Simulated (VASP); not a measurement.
Runs of VASP 6.6.1 on Ti. The structure is that of space group P6_3/mmc (No. 194), or close to it. The cells are those of the table. 

```csv
task,cell,k mesh,cutoff (eV),gap on the mesh (eV),pressure (GPa),relaxed volume (Å³/atom)
relaxation of cell and atoms,"relaxed from a = 4.607, b = 4.607, c = 4.181 Å, angles 90.0, 90.0, 120.0°, 4 atoms",6 × 6 × 4,600,none,0.0,(a)
single point,"a = 4.571, b = 4.571, c = 4.296 Å, angles 90.0, 90.0, 120.0°, 4 atoms",6 × 6 × 4,520,none,0.7,-
relaxation of cell and atoms,"relaxed from a = 3.145, b = 3.145, c = 8.566 Å, angles 90.0, 90.0, 120.0°, 4 atoms",6 × 6 × 2,600,none,0.0,19.30
single point,"a = 4.594, b = 4.594, c = 4.215 Å, angles 90.0, 90.0, 120.0°, 4 atoms",12 × 12 × 12,520,none,0.7,-
single point,"a = 3.145, b = 3.145, c = 8.566 Å, angles 90.0, 90.0, 120.0°, 4 atoms",6 × 6 × 2,520,none,66.2,-
single point,"a = 4.607, b = 4.607, c = 4.181 Å, angles 90.0, 90.0, 120.0°, 4 atoms",6 × 6 × 2,520,none,0.9,-
```

Alike in all rows: level r2SCAN; potentials or basis VASP PAW PBE potentials, release 64 (Ti_sv); no spin polarisation; smearing gaussian 0.1 eV.

Question: Fill in the values left out.

Answer: (a) 19.62.

Caveats: some runs use coarse meshes; the PAW data sets were made with another functional, which shifts forces and pressure a little; atoms lie so close that the PAW spheres overlap strongly, which falsifies energies and pressures (at least some runs); a cell axis changed by over 15 % at a fixed basis, so the end point is rough (at least some runs).

A gap of «none» marks levels without a gap at the run's occupations.
